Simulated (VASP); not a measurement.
# AlCo (P4/mmm) in VASP: further runs

AlCo is run at these levels: PBE; tasks: single point.

All numbers are computed with VASP 6.6.1; they aren't measurements. Logs are shortened: lines on timing, memory, paths and dates and some standing lists are left out, and cuts for length are marked.

**1. The cell of the first run**

It takes space group P4/mmm (No. 123, tetragonal). Conventional cell: a = 2.852 Å, b = 2.852 Å, c = 2.638 Å, α = 90.00°, β = 90.00°, γ = 90.00°. Within 3.2 Å of Al (site symmetry 4/mmm) lie 8 Co at 2.41 Å and 6 Al at 2.64 to 2.85 Å. Within 3.2 Å of Co (site symmetry 4/mmm) lie 8 Al at 2.41 Å and 6 Co at 2.64 to 2.85 Å.

**2. Single point, PBE (strain -0.0750 x Voigt [1, 0, 0, 0, 0, 0])**

Input file INCAR:

```
SYSTEM = AlCo
PREC = Accurate ; ENCUT = 520
EDIFF = 1E-7 ; ISMEAR = 0
SIGMA = 0.15 ; LREAL = .False.
LASPH = .True. ; NELM = 100
ALGO = Fast ; ISIF = 2
LWAVE = .False. ; LCHARG = .False.
GGA = PE ; NBANDS = 13
```

Input file KPOINTS:

```
Automatic mesh
0
Gamma
  22 22 22
  0 0 0
```

Input file POSCAR:

```
AlCo
1.0
    2.6380097287      0.0000000000      0.0000000000
    0.0000000000      2.8519024094      0.0000000000
    0.0000000000      0.0000000000      2.8519024094
Al Co
1 1
Direct
    0.0000000000      0.0000000000      0.0000000000
    0.5000000000      0.5000000000      0.5000000000
```

Potentials or basis: VASP PAW PBE potentials, release 64 (Al, Co).

Launch:

```bash
> cat potpaw_PBE.64/Al/POTCAR potpaw_PBE.64/Co/POTCAR > POTCAR
> mpirun -np 1 vasp_std > vasp.out
```

OUTCAR:

```text
SYSTEM = AlCo
   PREC = Accurate
   ENCUT = 520
   EDIFF = 1E-7
   ISMEAR = 0
   LREAL = .False.
   LASPH = .True.
   NELM = 100
   ISIF = 2
   GGA = PE

 ion  position               nearest neighbor table
   1  0.000  0.000  0.000-   2 2.41   2 2.41   2 2.41   2 2.41   2 2.41   2 2.41   2 2.41   2 2.41

   2  0.500  0.500  0.500-   1 2.41   1 2.41   1 2.41   1 2.41   1 2.41   1 2.41   1 2.41   1 2.41

  LATTYP: Found a simple tetragonal cell.
 ALAT       =     2.8519024094
 C/A-ratio  =     0.9250000000

  Lattice vectors:

 A1 = (   0.0000000000,   2.8519024094,   0.0000000000)
 A2 = (   0.0000000000,   0.0000000000,   2.8519024094)
 A3 = (   2.6380097287,   0.0000000000,   0.0000000000)

Analysis of symmetry for initial positions (statically):
=====================================================================
 Subroutine PRICEL returns:
 Original cell was already a primitive cell.

 Routine SETGRP: Setting up the symmetry group for a
 simple tetragonal supercell.

 Subroutine GETGRP returns: Found 16 space group operations
 (whereof 16 operations were pure point group operations)
 out of a pool of 16 trial point group operations.

The static configuration has the point symmetry D_4h.

Analysis of symmetry for dynamics (positions and initial velocities):
=====================================================================
 Subroutine PRICEL returns:
 Original cell was already a primitive cell.

 Routine SETGRP: Setting up the symmetry group for a
 simple tetragonal supercell.

 Subroutine GETGRP returns: Found 16 space group operations
 (whereof 16 operations were pure point group operations)
 out of a pool of 16 trial point group operations.

The dynamic configuration has the point symmetry D_4h.

 Subroutine INISYM returns: Found 16 space group operations
 (whereof 16 operations are pure point group operations),
 and found     1 'primitive' translations

----------------------------------------------------------------------------------------

                                     Primitive cell

  volume of cell :      21.4558

  direct lattice vectors                    reciprocal lattice vectors
     2.638009729  0.000000000  0.000000000     0.379073659  0.000000000  0.000000000
     0.000000000  2.851902409  0.000000000     0.000000000  0.350643134  0.000000000
     0.000000000  0.000000000  2.851902409     0.000000000  0.000000000  0.350643134

  length of vectors
     2.638009729  2.851902409  2.851902409     0.379073659  0.350643134  0.350643134

  position of ions in fractional coordinates (direct lattice)
     0.000000000  0.000000000  0.000000000
     0.500000000  0.500000000  0.500000000

  ion indices of the primitive-cell ions
   primitive index   ion index
                 1           1
                 2           2

----------------------------------------------------------------------------------------

 KPOINTS: Automatic mesh

Automatic generation of k-mesh.
 Grid dimensions read from file:
 generate k-points for:   22   22   22

 Generating k-lattice:

  Cartesian coordinates                     Fractional coordinates (reciprocal lattice)
     0.017230621  0.000000000  0.000000000     0.045454545  0.000000000  0.000000000
     0.000000000  0.015938324  0.000000000     0.000000000  0.045454545  0.000000000
     0.000000000  0.000000000  0.015938324     0.000000000  0.000000000  0.045454545

  Length of vectors
     0.017230621  0.015938324  0.015938324

  Shift w.r.t. Gamma in fractional coordinates (k-lattice)
     0.000000000  0.000000000  0.000000000

 Subroutine IBZKPT returns following result:
 ===========================================

 Found    936 irreducible k-points:

 Following reciprocal coordinates:
            Coordinates               Weight
  0.000000  0.000000  0.000000      1.000000
  0.045455  0.000000  0.000000      2.000000
  0.090909  0.000000  0.000000      2.000000
  0.136364  0.000000  0.000000      2.000000
  0.181818  0.000000  0.000000      2.000000
  0.227273  0.000000  0.000000      2.000000
[... 16 lines left out ...]
  0.454545  0.045455  0.000000      8.000000
  0.500000  0.045455  0.000000      4.000000
 [... further k-points ...]
   k-points           NKPTS =    936   k-points in BZ     NKDIM =    936   number of bands    NBANDS=     13
   number of dos      NEDOS =    301   number of ions     NIONS =      2
   total plane-waves  NPLWV =  11520
   dimension x,y,z NGX =    20 NGY =   24 NGZ =   24
   dimension x,y,z NGXF=    40 NGYF=   48 NGZF=   48
   ions per type =               1   1
   NGX,Y,Z   is equivalent  to a cutoff of  12.60, 13.99, 13.99 a.u.
   NGXF,Y,Z  is equivalent  to a cutoff of  25.21, 27.98, 27.98 a.u.
 SYSTEM =  AlCo
   PREC   = accura    normal or accurate (medium, high low for compatibility)
   ISTART =      0    job   : 0-new  1-cont  2-samecut
   ICHARG =      2    charge: 1-file 2-atom 10-const
   ISPIN  =      1    spin polarized calculation?
   LNONCOLLINEAR =      F non collinear calculations
   LSORBIT =      F    spin-orbit coupling
   LASPH  =      T    aspherical Exc in radial PAW
   ENCUT  =  520.0 eV  38.22 Ry    6.18 a.u.   4.90  5.30  5.30*2*pi/ulx,y,z
   NELM   =    100;   NELMIN=  2; NELMDL= -5     # of ELM steps
   EDIFF  = 0.1E-06   stopping-criterion for ELM
   LREAL  =      F    real-space projection
   EDIFFG = 0.1E-05   stopping-criterion for IOM
   NSW    =      0    number of steps for IOM
   IBRION =     -1    ionic relax: 0-MD 1-quasi-New 2-CG
   NFREE  =      0    steps in history (QN), initial steepest desc. (CG)
   ISIF   =      2    stress and relaxation
   ISYM   =      2    0-nonsym 1-usesym 2-fastsym
   POTIM  = 0.5000    time-step for ionic-motion
   TEBEG  =    0.0;   TEEND  =   0.0 temperature during run
   PSTRESS=    0.0 pullay stress
   NELECT =      12.0000    total number of electrons
   NUPDOWN=      -1.0000    fix difference up-down
   EMIN   =  10.00;   EMAX   =-10.00  energy-range for DOS
   EFERMI =   0.00;   METHOD = LEGACY
   ISMEAR =     0;   SIGMA  =   0.15  broadening in eV -4-tet -1-fermi 0-gaus
   EFERMI_NEDOS =   21; number of points for ismear=-14 and -15
   IALGO  =     68    algorithm
   IMIX   =      4    mixing-type and parameters
     AMIX     =   0.40;   BMIX     =  1.00
     AMIX_MAG =   1.60;   BMIX_MAG =  1.00
  volume/ion in A,a.u.               =      10.73        72.40
  Fermi-wavevector in a.u.,A,eV,Ry     =   1.348818  2.548896 24.753214  1.819310
  Thomas-Fermi vector in A             =   2.476456
   LORBIT       =      0    0 simple, 1 ext, 2 COOP (PROOUT), +10 PAW based schemes
   GGA     = PE    functional components
   LHFCALC =     F    Hartree Fock is set to
   AEXX    =    0.0000 exact exchange contribution
   IVDW    =     0    specifies the selected vdW correction
   LEPSILON=     F    determine dielectric tensor
   LRPA    =     F    only Hartree local field effects (RPA)
 non-spin polarized calculation
 RMM-DIIS sequential band-by-band and
 Gauss-broadening in eV      SIGMA  =   0.15
  energy-cutoff  :      520.00
  volume of cell :       21.46
 maximum number of plane-waves:       598
 NGX is ok and might be reduce to    20
   NGX =  9   NGY = 11   NGZ = 11

 number of electron      11.9999993 magnetization

 Free energy of the ion-electron system (eV)
  ---------------------------------------------------
  ext. energy  EPLUGINS =         0.00000000
  ---------------------------------------------------
  free energy    TOTEN  =       -11.84236062 eV

  energy without entropy =      -11.83054815  energy(sigma->0) =      -11.83645438

 E-fermi :  11.5519     XC(G=0): -12.6389

 val. band max:       11.5508251607   @ k =   0.0909   0.4545   0.3636
 cond. band min:      11.5527054012   @ k =   0.3636   0.5000   0.0455
 fundamental gap:      0.0018802404
 Fermi energy:        11.5519164632

 k-point     1 :       0.0000    0.0000    0.0000
  band No.  band energies     occupation
      1       0.0231      2.00000
      2       8.2337      2.00000
      3       8.3905      2.00000
      4      10.4864      2.00000
      5      10.8478      2.00000
      6      10.8478      2.00000
      7      17.0088      0.00000
      8      17.0088      0.00000
      9      20.1075      0.00000
     10      20.3909      0.00000
     11      20.7293      0.00000
     12      28.5541      0.00000
     13      32.9982      0.00000

 k-point     2 :       0.0455    0.0000    0.0000
  band No.  band energies     occupation
      1       0.0689      2.00000
      2       8.2492      2.00000
      3       8.3983      2.00000
      4      10.4903      2.00000
      5      10.8139      2.00000
      6      10.8139      2.00000
      7      17.0765      0.00000
      8      17.0765      0.00000
      9      19.2194      0.00000
     10      20.3880      0.00000
     11      21.4988      0.00000
     12      28.7790      0.00000
     13      32.9997      0.00000

 k-point     3 :       0.0909    0.0000    0.0000
  band No.  band energies     occupation
      1       0.2059      2.00000
      2       8.2947      2.00000
      3       8.4173      2.00000
      4      10.5016      2.00000
      5      10.7178      2.00000
      6      10.7178      2.00000
      7      17.2743      0.00000
      8      17.2743      0.00000
      9      18.0306      0.00000
     10      20.3791      0.00000
     11      22.3504      0.00000
     12      29.4363      0.00000
     13      32.9679      0.00000
[... 305 lines left out ...]
 k-point    23 :       0.4545    0.0455    0.0000
  band No.  band energies     occupation
      1       4.2569      2.00000
      2       5.8673      2.00000
      3       9.0718      2.00000
      4       9.5799      2.00000
      5       9.5917      2.00000
      6      10.6589      2.00000
      7      12.4272      0.00000
      8      20.0114      0.00000
      9      21.4318      0.00000
     10      21.6924      0.00000
     11      24.1991      0.00000
     12      24.3232      0.00000
     13      27.3212      0.00000

 k-point    24 :       0.5000    0.0455    0.0000
  band No.  band energies     occupation
      1       4.8449      2.00000
      2       5.2711      2.00000
      3       9.0926      2.00000
      4       9.5585      2.00000
      5       9.5710      2.00000
      6      10.6630      2.00000
      7      12.3938      0.00000
      8      20.0545      0.00000
      9      21.6186      0.00000
     10      22.0084      0.00000
     11      23.9160      0.00000
     12      23.9550      0.00000
     13      27.8720      0.00000

 [... further k-points ...]

------------------------ aborting loop because EDIFF is reached ----------------------------------------

  FORCE on cell =-STRESS in cart. coord.  units (eV):
  Direction    XX          YY          ZZ          XY          YZ          ZX
  --------------------------------------------------------------------------------------
  -------------------------------------------------------------------------------------
  Total        4.1621208      1.4224710      1.4224710      0.0000000      0.0000000      0.0000000
  in kB      310.7989523    106.2204905    106.2204905      0.0000000      0.0000000      0.0000000
  external PRESSURE =     174.4133111 kB  Pullay stress =       0.0000000 kB

 VOLUME and BASIS-vectors are now :
 -----------------------------------------------------------------------------
  energy-cutoff  :      520.00
  volume of cell :       21.46
      direct lattice vectors                 reciprocal lattice vectors
     2.638009729  0.000000000  0.000000000     0.379073659  0.000000000  0.000000000
     0.000000000  2.851902409  0.000000000     0.000000000  0.350643134  0.000000000
     0.000000000  0.000000000  2.851902409     0.000000000  0.000000000  0.350643134

 POSITION                                       TOTAL-FORCE (eV/Angst)
 -----------------------------------------------------------------------------------
      0.00000      0.00000      0.00000         0.000000      0.000000      0.000000
      1.31900      1.42595      1.42595         0.000000      0.000000      0.000000
 -----------------------------------------------------------------------------------
    total drift:                               -0.000000      0.000000      0.000000

  FREE ENERGIE OF THE ION-ELECTRON SYSTEM (eV)
  ---------------------------------------------------
  free  energy   TOTEN  =       -11.8423606205 eV

  energy  without entropy=      -11.8305481463  energy(sigma->0) =      -11.83645438
```

Run time: 3.1 min. Hardware: 1 thread of AMD EPYC 9R45 (Zen 5), shared host; peak memory 0.35 GiB.

Results:

```
Free energy            : -11.8424 eV
Pressure               : 17.4 GPa
Band gap on the k mesh : zero (bands 6 and 7 overlap by 2.74 eV)
```

Caveat: the cell differs from its parent crystal (strain -0.0750 x Voigt [1, 0, 0, 0, 0, 0]); the stress differs along the axes, from 11 to 31 GPa; the run has no spin polarisation, though such a crystal can be magnetic.

(Part 1 of 2 ends here.)
